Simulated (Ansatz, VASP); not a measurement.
# One calculation of Sr, two programs

Contents of INCAR:

```
SYSTEM = Sr
ALGO = Fast
EDIFF = 1E-6
ENCUT = 520
GGA = PS
ISIF = 2
ISMEAR = 0
LASPH = .TRUE.
LCHARG = .TRUE.
LELF = .TRUE.
LREAL = .FALSE.
LVHAR = .TRUE.
LWAVE = .FALSE.
NBANDS = 11
NELM = 60
PREC = Accurate
SIGMA = 0.15
```

File KPOINTS:

```
k-points
0
G
  16 16 16
  0 0 0
```

Contents of POSCAR:

```
Sr
1.0
   -2.1605381523      2.1605381523      3.0550009473
    2.1605381523     -2.1605381523      3.0550009473
    2.1605381523      2.1605381523     -3.0550009473
Sr
1
Direct
    0.0000000000      0.0000000000      0.0000000000
```

Input for Ansatz:

```yaml
crystal:
  lattice:
    - [-2.1605381523, 2.1605381523, 3.0550009473]
    - [2.1605381523, -2.1605381523, 3.0550009473]
    - [2.1605381523, 2.1605381523, -3.0550009473]
  atoms:
    - { symbol: Sr, position: [0.0, 0.0, 0.0] }
basis:
  ecutwfc: 420
kpoints:
  mp_grid: { grid: [16, 16, 16] }
hamiltonian:
  xc: pbesol
scf:
  occupations: { method: gaussian, width: 0.15 }
output:
  forces: true
  stress: true
  eigenvalues: true
```

Alike in both runs: task single point; functional PBEsol; k mesh 16 × 16 × 16; occupations gaussian, width 0.15 eV; no spin polarisation.

```csv
,VASP,Ansatz
version,VASP 6.6.1,Ansatz 0.2.0
potentials or method,"VASP PAW PBE potentials, release 64 (Sr_sv), cutoff 520 eV","scalar-relativistic, plane waves, PAW"
valence electrons in the cell,10,10
```

```csv
,VASP,Ansatz,Ansatz less VASP
gap on the k mesh at the Fermi level (eV),none,none,-
pressure (GPa),-1.0,-1.0,-0.01
```

VASP's potentials were made for PBE, not for PBEsol. A gap of «none» marks a metal or a gap that the smearing closes. With one functional, cell and mesh, what is left measures potentials, basis and numerics.
